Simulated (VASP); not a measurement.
# Pt (P6_3/mmc) in VASP: a series of runs

The runs below take Pt through single point, with PBEsol.

Everything below comes from runs of VASP 6.6.1. Logs are shortened: lines on timing, memory, paths and dates and some standing lists are left out, and cuts for length are marked.

## (1) The cell of the first run

It takes space group P6_3/mmc (No. 194, hexagonal). Conventional cell: a = 2.725 Å, b = 2.725 Å, c = 4.942 Å, α = 90.00°, β = 90.00°, γ = 120.00°. Pt (site symmetry -6m2) has 12 Pt at 2.73 to 2.93 Å within 3.6 Å.

This isn't the form of Pt at room conditions, which is fcc.

## (2) Single point, PBEsol

INCAR

```
  ALGO = Fast
  EDIFF = 1E-6
  ENCUT = 520
  GGA = PS
  ISIF = 2
  ISMEAR = 0
  LASPH = True
  LCHARG = False
  LREAL = False
  LWAVE = False
  NBANDS = 17
  NELM = 80
  PREC = Accurate
  SIGMA = 0.15
```

KPOINTS

```
k-points
0
Gamma
  18 18 10
```

POSCAR

```
Pt
1.0
    2.7251897179      0.0000000000      0.0000000000
   -1.3625948590      2.3600835258      0.0000000000
    0.0000000000      0.0000000000      4.9423000000
Pt
2
Direct
    0.6666666667      0.3333333333      0.7500000000
    0.3333333333      0.6666666667      0.2500000000
```

Potentials or basis: VASP PAW PBE potentials, release 64 (Pt).

Launch:

```sh
cat potpaw_PBE.64/Pt/POTCAR > POTCAR
mpirun -np 1 vasp_std > vasp.out
```

OUTCAR:

```text
EDIFF = 1E-6
   ENCUT = 520
   GGA = PS
   ISIF = 2
   ISMEAR = 0
   LASPH = True
   LREAL = False
   NELM = 80
   PREC = Accurate

 ion  position               nearest neighbor table
   1  0.667  0.333  0.750-   2 2.93   2 2.93   2 2.93   2 2.93   2 2.93   2 2.93
   2  0.333  0.667  0.250-   1 2.93   1 2.93   1 2.93   1 2.93   1 2.93   1 2.93

  LATTYP: Found a hexagonal cell.
 ALAT       =     2.7251897179
 C/A-ratio  =     1.8135618110

  Lattice vectors:

 A1 = (   2.7251897179,   0.0000000000,   0.0000000000)
 A2 = (  -1.3625948590,   2.3600835258,   0.0000000000)
 A3 = (   0.0000000000,   0.0000000000,   4.9423000000)

Analysis of symmetry for initial positions (statically):
=====================================================================
 Subroutine PRICEL returns:
 Original cell was already a primitive cell.

 Routine SETGRP: Setting up the symmetry group for a
 hexagonal supercell.

 Subroutine GETGRP returns: Found 24 space group operations
 (whereof 12 operations were pure point group operations)
 out of a pool of 24 trial point group operations.

The static configuration has the point symmetry D_3d.
 The point group associated with its full space group is D_6h.

Analysis of symmetry for dynamics (positions and initial velocities):
=====================================================================
 Subroutine PRICEL returns:
 Original cell was already a primitive cell.

 Routine SETGRP: Setting up the symmetry group for a
 hexagonal supercell.

 Subroutine GETGRP returns: Found 24 space group operations
 (whereof 12 operations were pure point group operations)
 out of a pool of 24 trial point group operations.

The dynamic configuration has the point symmetry D_3d.
 The point group associated with its full space group is D_6h.

 Subroutine INISYM returns: Found 24 space group operations
 (whereof 12 operations are pure point group operations),
 and found     1 'primitive' translations

----------------------------------------------------------------------------------------

                                     Primitive cell

  volume of cell :      31.7873

  direct lattice vectors                    reciprocal lattice vectors
[... 77 lines left out ...]
 SYSTEM =  unknown system
   PREC   = accura    normal or accurate (medium, high low for compatibility)
   ISTART =      0    job   : 0-new  1-cont  2-samecut
   ICHARG =      2    charge: 1-file 2-atom 10-const
   ISPIN  =      1    spin polarized calculation?
   LNONCOLLINEAR =      F non collinear calculations
   LSORBIT =      F    spin-orbit coupling
   LASPH  =      T    aspherical Exc in radial PAW
   ENCUT  =  520.0 eV  38.22 Ry    6.18 a.u.   5.07  5.07  9.19*2*pi/ulx,y,z
   NELM   =     80;   NELMIN=  2; NELMDL= -5     # of ELM steps
   EDIFF  = 0.1E-05   stopping-criterion for ELM
   LREAL  =      F    real-space projection
   EDIFFG = 0.1E-04   stopping-criterion for IOM
   NSW    =      0    number of steps for IOM
   IBRION =     -1    ionic relax: 0-MD 1-quasi-New 2-CG
   NFREE  =      0    steps in history (QN), initial steepest desc. (CG)
   ISIF   =      2    stress and relaxation
   ISYM   =      2    0-nonsym 1-usesym 2-fastsym
   POTIM  = 0.5000    time-step for ionic-motion
   TEBEG  =    0.0;   TEEND  =   0.0 temperature during run
   PSTRESS=    0.0 pullay stress
   NELECT =      20.0000    total number of electrons
   NUPDOWN=      -1.0000    fix difference up-down
   EMIN   =  10.00;   EMAX   =-10.00  energy-range for DOS
   EFERMI =   0.00;   METHOD = LEGACY
   ISMEAR =     0;   SIGMA  =   0.15  broadening in eV -4-tet -1-fermi 0-gaus
   EFERMI_NEDOS =   21; number of points for ismear=-14 and -15
   IALGO  =     68    algorithm
   IMIX   =      4    mixing-type and parameters
     AMIX     =   0.40;   BMIX     =  1.00
     AMIX_MAG =   1.60;   BMIX_MAG =  1.00
  volume/ion in A,a.u.               =      15.89       107.26
  Fermi-wavevector in a.u.,A,eV,Ry     =   1.402815  2.650936 26.774771  1.967890
  Thomas-Fermi vector in A             =   2.525539
   LORBIT       =      0    0 simple, 1 ext, 2 COOP (PROOUT), +10 PAW based schemes
   GGA     = PS    functional components
   LHFCALC =     F    Hartree Fock is set to
   AEXX    =    0.0000 exact exchange contribution
   IVDW    =     0    specifies the selected vdW correction
   LEPSILON=     F    determine dielectric tensor
   LRPA    =     F    only Hartree local field effects (RPA)
 non-spin polarized calculation
 RMM-DIIS sequential band-by-band and
 Gauss-broadening in eV      SIGMA  =   0.15
  energy-cutoff  :      520.00
  volume of cell :       31.79
 maximum number of plane-waves:       894
   NGX = 11   NGY = 11   NGZ = 19

 number of electron      19.9999999 magnetization

 Free energy of the ion-electron system (eV)
  ---------------------------------------------------
  ext. energy  EPLUGINS =         0.00000000
  ---------------------------------------------------
  free energy    TOTEN  =       -13.73613141 eV

  energy without entropy =      -13.69945761  energy(sigma->0) =      -13.71779451

 E-fermi :  10.0643     XC(G=0): -13.3064

 val. band max:       10.0635884041   @ k =   0.3333   0.1111   0.0000
 cond. band min:      10.0679404505   @ k =   0.2778   0.1667   0.1000
 fundamental gap:      0.0043520464
 Fermi energy:        10.0642783787

 k-point     1 :       0.0000    0.0000    0.0000
  band No.  band energies     occupation
      1       0.3825      2.00000
      2       2.8560      2.00000
      3       5.8821      2.00000
      4       6.6462      2.00000
      5       6.6462      2.00000
      6       6.9435      2.00000
[... 457 lines left out ...]
      4       6.6098      2.00000
      5       6.8789      2.00000
      6       7.1377      2.00000
[... 9 lines left out ...]
     16      22.4826      0.00000
     17      23.6905      0.00000

 [... further k-points ...]
[... 5 lines left out ...]
  --------------------------------------------------------------------------------------
  -------------------------------------------------------------------------------------
  Total       -1.5746956     -1.5746956     -3.1935164      0.0000000      0.0000000      0.0000000
  in kB      -79.3695616    -79.3695616   -160.9631679      0.0000000      0.0000000      0.0000000
  external PRESSURE =    -106.5674304 kB  Pullay stress =       0.0000000 kB

 VOLUME and BASIS-vectors are now :
 -----------------------------------------------------------------------------
  energy-cutoff  :      520.00
  volume of cell :       31.79
      direct lattice vectors                 reciprocal lattice vectors
     2.725189718  0.000000000  0.000000000     0.366946930  0.211856909  0.000000000
    -1.362594859  2.360083526  0.000000000     0.000000000  0.423713817  0.000000000
     0.000000000  0.000000000  4.942300000     0.000000000  0.000000000  0.202334945

 POSITION                                       TOTAL-FORCE (eV/Angst)
 -----------------------------------------------------------------------------------
      1.36259      0.78669      3.70673         0.000000     -0.000000      0.000000
     -0.00000      1.57339      1.23558        -0.000000      0.000000      0.000000
 -----------------------------------------------------------------------------------
    total drift:                               -0.000000      0.000000     -0.000000

  FREE ENERGIE OF THE ION-ELECTRON SYSTEM (eV)
  ---------------------------------------------------
  free  energy   TOTEN  =       -13.7361314110 eV

  energy  without entropy=      -13.6994576105  energy(sigma->0) =      -13.71779451
```

Run time: 42 s. Hardware: 1 thread of Intel Xeon 6975P-C (Granite Rapids), shared host; peak memory 0.22 GiB.

What came out:

| Item | Value |
| --- | --- |
| Free energy | -13.7361 eV |
| Pressure | -10.7 GPa |
| Band gap on the k mesh | zero (bands 10 and 11 overlap by 1.33 eV) |

Caveat: the cell stands under tension; the PAW data sets were made with another functional, which shifts forces and pressure a little; spin-orbit coupling is left out, which moves the levels of the heavy elements.

## (3) Single point, PBEsol

This run uses another cell than the first one, of 16.03 Å³/atom.

INCAR

```
SYSTEM = Pt
PREC = Accurate ; ENCUT = 520
EDIFF = 1E-6 ; ISMEAR = 0
SIGMA = 0.15 ; LREAL = .FALSE.
LASPH = .TRUE. ; NELM = 60
ALGO = Normal ; ISIF = 2
LWAVE = .FALSE. ; LCHARG = .TRUE.
GGA = PS ; LELF = .TRUE.
LVHAR = .TRUE. ; NBANDS = 17
```

KPOINTS

```
regular mesh
0
G
  18 18 10
  0 0 0
```

POSCAR

```
Pt
1.0
    2.8524000000      0.0000000000      0.0000000000
   -1.4262000000      2.4702508617      0.0000000000
    0.0000000000      0.0000000000      4.5500000000
Pt
2
Direct
    0.6666666667      0.3333333333      0.7500000000
    0.3333333333      0.6666666667      0.2500000000
```

Potentials or basis: VASP PAW PBE potentials, release 64 (Pt).

Launch:

```sh
cat potpaw_PBE.64/Pt/POTCAR > POTCAR
mpirun -np 1 vasp_std > vasp.out
```

Run time: 34 s. Hardware: 1 thread of Intel Xeon 6975P-C (Granite Rapids), shared host; peak memory 0.23 GiB.

It converged, with:

```
Free energy            : -13.6771 eV
Pressure               : -13.9 GPa
Band gap on the k mesh : zero (bands 10 and 11 overlap by 1.12 eV)
```

Stress tensor (GPa, compression positive):
```
-16.66   0.00   0.00
  0.00 -16.66   0.00
  0.00   0.00  -8.40
```

Levels at points of the mesh, in eV from the Fermi level:
```csv
k point,band 8,band 9,band 10,band 11,band 12,band 13
"(0.00, 0.00, 0.00)",-2.34,-2.34,-0.28,-0.28,-0.11,5.60
"(0.50, 0.00, 0.00)",-0.10,0.22,0.23,1.99,3.25,7.51
"(0.00, 0.00, 0.50)",-3.44,-0.85,-0.85,-0.85,-0.85,13.42
"(0.50, 0.00, 0.50)",-0.89,0.10,0.10,1.61,1.61,6.02
```

Caveat: the cell stands under tension; the PAW data sets were made with another functional, which shifts forces and pressure a little; spin-orbit coupling is left out, which moves the levels of the heavy elements.
